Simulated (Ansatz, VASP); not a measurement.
SbSe2 in VASP and in Ansatz

```
CELL_PARAMETERS angstrom
3.86013 0.00000 0.00000
0.00000 3.86013 0.00000
0.00000 0.00000 5.48829
ATOMIC_POSITIONS crystal
Sb 0.00000 0.00000 0.00000
Se 0.50000 0.50000 0.25573
Se 0.50000 0.50000 0.74427
```

Change from the starting cell: species swapped into the Ga2Cu type (P4/mmm, No. 123).

Alike in both runs: task relaxation of cell and atoms; functional PBE; k mesh 12 × 12 × 8; occupations gaussian, width 0.1 eV; no spin polarisation.

|  | VASP | Ansatz |
| --- | --- | --- |
| version | VASP 6.6.1 | Ansatz 0.2.0 |
| potentials or method | VASP PAW PBE potentials, release 64 (Sb, Se), cutoff 600 eV | scalar-relativistic, plane waves, PAW |
| valence electrons in the cell | 17 | 47 |

```csv
,VASP,Ansatz,Ansatz less VASP
"gap on the k mesh at the Fermi level, each at its own relaxed structure (eV)",none,none,-
relaxed volume (Å³/atom),27.31,27.34,+0.028
relaxed length of the cell vector where the two differ most in proportion (Å),3.801,3.803,+0.0022
```

A gap of «none» marks a metal or a gap that the smearing closes. VASP's potentials hold 17 valence electrons a cell and Ansatz's 47, so a difference there can come from the potentials and not from the codes.

Neither program's run includes spin-orbit coupling.
